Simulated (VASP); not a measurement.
NiSb, 4 atoms in the cell. The structure is hexagonal, space group P6_3/mmc (No. 194). The conventional cell has a = 3.646 Å, b = 3.646 Å, c = 4.753 Å, α = 90.00°, β = 90.00°, γ = 120.00°. Within 3.1 Å of Ni (site symmetry -3m) lie 2 Ni at 2.38 Å and 6 Sb at 2.42 Å. Sb (site symmetry -6m2) has 6 Ni at 2.42 Å and 6 Sb at 3.17 Å within 3.2 Å. 

| Property | Result |
| --- | --- |
| Program | VASP 6.6.1 |
| Task | single point |
| Functional | PBE |
| Potentials or basis | VASP PAW PBE potentials, release 64 (Ni, Sb) |
| Cutoff | 520 eV |
| k mesh | 10 × 10 × 7 |
| Occupations | fermi-dirac, width 0.05 eV |
| Spin | no spin polarisation |
| Dipole correction | no |
| Further INCAR settings | ALGO = Normal; EDIFF = 1e-07; NBANDS = 23 |

Potentials or basis: VASP PAW PBE potentials, release 64 (Ni, Sb).

Command:

```bash
$ cat potpaw_PBE.64/Ni/POTCAR potpaw_PBE.64/Sb/POTCAR > POTCAR
$ mpirun -np 1 vasp_std > vasp.out
```

Hardware: 1 thread of AMD EPYC 7R13, on a shared host.

Q: How long does it take, and how much memory?

A: Wall time 2.2 min on 1 thread of AMD EPYC 7R13, on a shared host, peak memory 0.19 GiB. Counts: scf iterations 15, k points 56.
